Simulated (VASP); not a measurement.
# Al2Cu (I4/mcm) in VASP: further runs, part 2 of 2

VASP 6.6.1.

### 4 Single point, PBEsol (uniaxial strain along c: -1.0 %, then relaxed in part)

File INCAR:

```
SYSTEM = Al2Cu
  ALGO = Fast
  EDIFF = 1E-6
  ENCUT = 520
  GGA = PS
  ISIF = 2
  ISMEAR = 0
  LASPH = .True.
  LCHARG = .False.
  LREAL = .False.
  LWAVE = .False.
  NBANDS = 46
  NELM = 100
  PREC = Accurate
  SIGMA = 0.1
```

File KPOINTS:

```
k-points
0
Gamma
  6 6 8
  0 0 0
```

File POSCAR:

```
Al2Cu
1.0
    6.0100706142      0.0000000000      0.0000000000
    0.0000000000      6.0100706142      0.0000000000
    0.0000000000      0.0000000000      4.7804145481
Al Cu
8 4
Direct
    0.1583680497      0.3416319503      0.0000000000
    0.1583680497      0.6583680497      0.5000000000
    0.8416319503      0.3416319503      0.5000000000
    0.8416319503      0.6583680497      0.0000000000
    0.6583680497      0.8416319503      0.5000000000
    0.6583680497      0.1583680497      0.0000000000
    0.3416319503      0.8416319503      0.0000000000
    0.3416319503      0.1583680497      0.5000000000
    0.0000000000      0.0000000000      0.7500000000
    0.0000000000      0.0000000000      0.2500000000
    0.5000000000      0.5000000000      0.2500000000
    0.5000000000      0.5000000000      0.7500000000
```

Potentials or basis: VASP PAW PBE potentials, release 64 (Al, Cu).

On the command line:

```sh
cat potpaw_PBE.64/Al/POTCAR potpaw_PBE.64/Cu/POTCAR > POTCAR
mpirun -np 1 vasp_std > vasp.out
```

OUTCAR:

```text
SYSTEM = Al2Cu
   EDIFF = 1E-6
   ENCUT = 520
   GGA = PS
   ISIF = 2
   ISMEAR = 0
   LASPH = .True.
   LREAL = .False.
   NELM = 100
   PREC = Accurate

 ion  position               nearest neighbor table
   1  0.158  0.342  0.000-   9 2.56  10 2.56  11 2.56  12 2.56   4 2.69   8 2.85   8 2.85   3 3.06
                             2 3.06   3 3.06   2 3.06   6 3.20   7 3.20   7 3.20   6 3.20
   2  0.158  0.658  0.500-   9 2.56  10 2.56  11 2.56  12 2.56   3 2.69   7 2.85   7 2.85   1 3.06
                             1 3.06   4 3.06   4 3.06   8 3.20   5 3.20   8 3.20   5 3.20
   3  0.842  0.342  0.500-   9 2.56  10 2.56  11 2.56  12 2.56   2 2.69   6 2.85   6 2.85   1 3.06
                             1 3.06   4 3.06   4 3.06   8 3.20   5 3.20   5 3.20   8 3.20
   4  0.842  0.658  0.000-   9 2.56  10 2.56  11 2.56  12 2.56   1 2.69   5 2.85   5 2.85   2 3.06
                             2 3.06   3 3.06   3 3.06   7 3.20   6 3.20   6 3.20   7 3.20
   5  0.658  0.842  0.500-   9 2.56  10 2.56  11 2.56  12 2.56   8 2.69   4 2.85   4 2.85   6 3.06
                             7 3.06   6 3.06   7 3.06   3 3.20   2 3.20   3 3.20   2 3.20
   6  0.658  0.158  0.000-   9 2.56  10 2.56  11 2.56  12 2.56   7 2.69   3 2.85   3 2.85   8 3.06
                             5 3.06   5 3.06   8 3.06   1 3.20   4 3.20   4 3.20   1 3.20
   7  0.342  0.842  0.000-   9 2.56  10 2.56  11 2.56  12 2.56   6 2.69   2 2.85   2 2.85   8 3.06
                             5 3.06   5 3.06   8 3.06   1 3.20   4 3.20   1 3.20   4 3.20
   8  0.342  0.158  0.500-   9 2.56  10 2.56  11 2.56  12 2.56   5 2.69   1 2.85   1 2.85   7 3.06
                             6 3.06   6 3.06   7 3.06   2 3.20   3 3.20   2 3.20   3 3.20
   9  0.000  0.000  0.750-  10 2.39  10 2.39   3 2.56   4 2.56   5 2.56   6 2.56   7 2.56   8 2.56
                             1 2.56   2 2.56
  10  0.000  0.000  0.250-   9 2.39   9 2.39   3 2.56   4 2.56   5 2.56   6 2.56   7 2.56   8 2.56
                             1 2.56   2 2.56
  11  0.500  0.500  0.250-  12 2.39  12 2.39   3 2.56   4 2.56   5 2.56   6 2.56   7 2.56   8 2.56
                             1 2.56   2 2.56
  12  0.500  0.500  0.750-  11 2.39  11 2.39   3 2.56   4 2.56   5 2.56   6 2.56   7 2.56   8 2.56
                             1 2.56   2 2.56

  LATTYP: Found a simple tetragonal cell.
 ALAT       =     6.0100706142
 C/A-ratio  =     0.7954007290

  Lattice vectors:

 A1 = (   6.0100706142,   0.0000000000,   0.0000000000)
 A2 = (   0.0000000000,   6.0100706142,   0.0000000000)
[... 197 lines left out ...]
 NGX is ok and might be reduce to    48

 number of electron      68.0000046 magnetization

 Free energy of the ion-electron system (eV)
  ---------------------------------------------------
  ext. energy  EPLUGINS =         0.00000000
  ---------------------------------------------------
  free energy    TOTEN  =       -52.02606309 eV

  energy without entropy =      -52.00860880  energy(sigma->0) =      -52.01733595

 E-fermi :   8.3367     XC(G=0): -11.0968

 val. band max:        8.3315155455   @ k =   0.1667   0.0000   0.0000
 cond. band min:       8.3537860935   @ k =   0.3333   0.1667   0.2500
 fundamental gap:      0.0222705480
 Fermi energy:         8.3367369193

 k-point     1 :       0.0000    0.0000    0.0000
  band No.  band energies     occupation
      1      -2.7222      2.00000
      2       1.1130      2.00000
      3       1.1330      2.00000
      4       1.3155      2.00000
      5       1.3155      2.00000
      6       2.7820      2.00000
[... 1165 lines left out ...]
     45      12.8989      0.00000
     46      12.8991      0.00000

 [... further k-points ...]
[... 5 lines left out ...]
  --------------------------------------------------------------------------------------
  -------------------------------------------------------------------------------------
  Total        0.2482178      0.2482178      1.8853903      0.0000000     -0.0000000      0.0000000
  in kB        2.3031318      2.3031318     17.4939201      0.0000000     -0.0000000      0.0000000
  external PRESSURE =       7.3667279 kB  Pullay stress =       0.0000000 kB

 VOLUME and BASIS-vectors are now :
 -----------------------------------------------------------------------------
  energy-cutoff  :      520.00
  volume of cell :      172.67
      direct lattice vectors                 reciprocal lattice vectors
     6.010070614  0.000000000  0.000000000     0.166387396  0.000000000  0.000000000
     0.000000000  6.010070614  0.000000000     0.000000000  0.166387396  0.000000000
     0.000000000  0.000000000  4.780414548     0.000000000  0.000000000  0.209186879

 POSITION                                       TOTAL-FORCE (eV/Angst)
 -----------------------------------------------------------------------------------
      0.95180      2.05323      0.00000        -0.001276      0.001276      0.000000
      0.95180      3.95684      2.39021        -0.001276     -0.001276     -0.000000
      5.05827      2.05323      2.39021         0.001276      0.001276     -0.000000
      5.05827      3.95684      0.00000         0.001276     -0.001276      0.000000
      3.95684      5.05827      2.39021        -0.001276      0.001276     -0.000000
      3.95684      0.95180      0.00000        -0.001276     -0.001276     -0.000000
      2.05323      5.05827      0.00000         0.001276      0.001276      0.000000
      2.05323      0.95180      2.39021         0.001276     -0.001276      0.000000
      0.00000      0.00000      3.58531        -0.000000      0.000000      0.000000
      0.00000      0.00000      1.19510        -0.000000      0.000000      0.000000
      3.00504      3.00504      1.19510         0.000000      0.000000      0.000000
      3.00504      3.00504      3.58531         0.000000      0.000000      0.000000
 -----------------------------------------------------------------------------------
    total drift:                                0.000000     -0.000000     -0.000000

  FREE ENERGIE OF THE ION-ELECTRON SYSTEM (eV)
  ---------------------------------------------------
  free  energy   TOTEN  =       -52.0260630936 eV

  energy  without entropy=      -52.0086088027  energy(sigma->0) =      -52.01733595
```

Run time: 4.3 min. Hardware: 1 thread of Intel Xeon 6975P-C (Granite Rapids), shared host; peak memory 0.46 GiB.

Results:

* Free energy: -52.0261 eV
* Pressure: 0.7 GPa
* Band gap on the k mesh: zero (band 34 reaches 9.40 eV, above the bottom of band 35 at 7.47 eV)

Levels at points of the mesh, in eV from the Fermi level:
```tsv
k point	band 31	band 32	band 33	band 34	band 35	band 36	band 37	band 38
(0.00, 0.00, 0.00)	-1.41	-1.27	-1.27	-0.93	-0.25	-0.03	1.55	1.55
(0.50, 0.00, 0.00)	-1.54	-1.54	-0.04	-0.04	0.42	0.42	1.49	1.49
(0.50, 0.50, 0.00)	-1.44	-1.44	-0.93	-0.93	-0.67	-0.67	0.68	0.68
(0.00, 0.00, 0.50)	-0.91	-0.91	-0.86	-0.86	-0.86	-0.86	0.13	0.13
(0.50, 0.00, 0.50)	-2.72	-2.72	0.13	0.13	0.13	0.13	4.00	4.00
(0.50, 0.50, 0.50)	0.30	0.30	0.66	0.66	0.66	0.66	1.75	1.75
```

Caveat: the cell differs from its parent crystal (uniaxial strain along c: -1.0 %, then relaxed in part); the PAW data sets were made with another functional, which shifts forces and pressure a little.

### 5 Summary

```csv
cell,further INCAR settings,gap on the mesh (eV),pressure (GPa)
"a = 6.023, b = 6.023, c = 4.732 Å, 12 atoms",ALGO = Fast; EDIFF = 1e-07; NBANDS = 46,none,1.5
"a = 6.022, b = 6.022, c = 4.732 Å, 12 atoms",ALGO = Fast; EDIFF = 1e-06; NBANDS = 46,none,1.2
"a = 6.010, b = 6.010, c = 4.780 Å, 12 atoms",ALGO = Fast; EDIFF = 1e-06; NBANDS = 46,none,0.7
```

Some of these runs hold the atoms at other places in the same cell, which the table doesn't show; runs alike in all that it shows share one row.

Alike in all rows: task single point; level PBEsol; potentials or basis VASP PAW PBE potentials, release 64 (Al, Cu); no spin polarisation; k mesh 6 × 6 × 8; cutoff (eV) 520; smearing gaussian 0.1 eV.

Caveats: the PAW data sets were made with another functional, which shifts forces and pressure a little.

Total energies depend on the potentials used, so only differences within one code and one set of settings carry meaning.
